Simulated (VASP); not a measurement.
Crystal: Co.

```xyz
4
Lattice="2.4201 0.0000 0.0000 -1.2101 2.0959 0.0000 0.0000 0.0000 7.9231" Properties=species:S:1:pos:R:3 pbc="T T T"
Co    1.2101    0.6986    5.9423
Co    0.0000    0.0000    3.9616
Co    0.0000    1.3973    1.9808
Co    0.0000    0.0000    0.0000
```

Base run:

| Property | Result |
| --- | --- |
| Program | VASP 6.6.1 |
| Functional | b88 exchange, pbe correlation |
| Potentials or basis | VASP PAW PBE potentials, release 64 (Co) |
| Cutoff | 600 eV |
| k mesh | 12 × 12 × 4 |
| Occupations | fermi-dirac, width 0.05 eV |
| Spin | collinear spin, ferromagnetic start |
| Starting moments | [2.0, 2.0, 2.0, 2.0] μB |

Its results: pressure 18.6 GPa; net moment 6.20 μB per cell; site moments Co +1.56, +1.54 (each value once) μB.

The run is repeated on the same cell with these changes: functional from b88 exchange, pbe correlation to SVWN5; cutoff from 600 eV to 520 eV. What comes out?

Pressure -4.0 GPa; net moment 5.50 μB per cell; site moments Co +1.36, +1.37 (each value once) μB.

Caveats: the PAW data sets were made with another functional, which shifts forces and pressure a little; the cell stands under pressure (at least some runs); the cell stands under tension (at least some runs).
